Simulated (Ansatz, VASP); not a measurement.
# One calculation of CdF2, two programs

```
Cd F
1.0
     0.00000    2.63801    2.69130
     2.63801    0.00000    2.69130
     2.63801    2.63801    0.00000
Cd F
1 2
Direct
  0.00000 0.00000 0.00000
  0.25000 0.25000 0.25000
  0.75000 0.75000 0.75000
```

Alike in both runs: task single point; functional PBEsol; k mesh 8 × 8 × 8; occupations gaussian, width 0.05 eV; no spin polarisation.

|  | VASP | Ansatz |
| --- | --- | --- |
| version | VASP 6.6.1 | Ansatz 0.2.0 |
| potentials or method | VASP PAW PBE potentials, release 64 (Cd, F), cutoff 520 eV | scalar-relativistic, plane waves, PAW |
| valence electrons in the cell | 26 | 34 |

|  | VASP | Ansatz | Ansatz less VASP |
| --- | --- | --- | --- |
| gap on the k mesh at the Fermi level (eV) | 3.03 | 3.07 | +0.035 |
| least direct gap on the mesh (eV) | 3.44 | 3.47 | +0.035 |
| pressure (GPa) | 5.9 | 4.9 | -1.02 |
| traceless stress, the component that is largest in VASP (GPa) | -1.49 | -1.51 | -0.028 |

VASP's potentials were made for PBE, not for PBEsol. With one functional, cell and mesh, what is left measures potentials, basis and numerics. VASP's potentials hold 26 valence electrons a cell and Ansatz's 34, so a difference there can come from the potentials and not from the codes.
